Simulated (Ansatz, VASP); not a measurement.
Hg in VASP and in Ansatz

Contents of INCAR:

```
PREC = Accurate ; ENCUT = 520
EDIFF = 1E-6 ; ISMEAR = -1
SIGMA = 0.08 ; LREAL = False
LASPH = True ; NELM = 80
ALGO = Normal ; ISIF = 2
LWAVE = False ; LCHARG = False
GGA = PS ; NBANDS = 19
```

The input KPOINTS:

```
regular mesh
0
Gamma
  15 15 8
```

Contents of POSCAR:

```
Hg
1.0
    2.6812780782      0.0000000000      0.0000000000
   -1.3406390391      2.3220549303      0.0000000000
    0.0000000000      0.0000000000      4.4137027243
Hg
2
Direct
    0.3333333333      0.6666666667      0.2500000000
    0.6666666667      0.3333333333      0.7500000000
```

Input for Ansatz:

```yaml
crystal:
  lattice:
    - [2.6812780782, 0.0, 0.0]
    - [-1.3406390391, 2.3220549303, 0.0]
    - [0.0, 0.0, 4.4137027243]
  atoms:
    - { symbol: Hg, position: [0.3333333333, 0.6666666667, 0.25] }
    - { symbol: Hg, position: [0.6666666667, 0.3333333333, 0.75] }
kpoints:
  mp_grid: { grid: [15, 15, 8] }
scf:
  occupations: { method: fermi_dirac, width: 0.08 }
hamiltonian:
  xc: pbesol
  pseudopotentials: { kind: paw }
output:
  forces: true
  stress: true
  eigenvalues: true
  populations: true
```

Change from the starting cell: volume scaled by 0.58, PAW files.

Alike in both runs: task single point; functional PBEsol; k mesh 15 × 15 × 8; occupations fermi-dirac, width 0.08 eV; no spin polarisation.

|  | VASP | Ansatz |
| --- | --- | --- |
| version | VASP 6.6.1 | Ansatz 0.2.0 |
| potentials or method | VASP PAW PBE potentials, release 64 (Hg) | PAW with Ansatz's default frozen-core files, scalar-relativistic |
| plane-wave cutoff (eV) | 520 | 420 |
| valence electrons in the cell | 24 | 40 |

```tsv
	VASP	Ansatz	Ansatz less VASP
pressure (GPa)	130.5	124.0	-6.47
traceless stress, the component that is largest in VASP (GPa)	-0.22	-0.05	+0.174
```

VASP's potentials were made for PBE, not for PBEsol. Both programs put the cell under a high pressure, so it lies far from rest at this level. The functional is the same, so the differences come from potentials, cutoffs and numerics. VASP's potentials hold 24 valence electrons a cell and Ansatz's 40, so a difference there can come from the potentials and not from the codes.

Neither program's run includes spin-orbit coupling. Noted on VASP's run: the cell as given lies far from equilibrium.
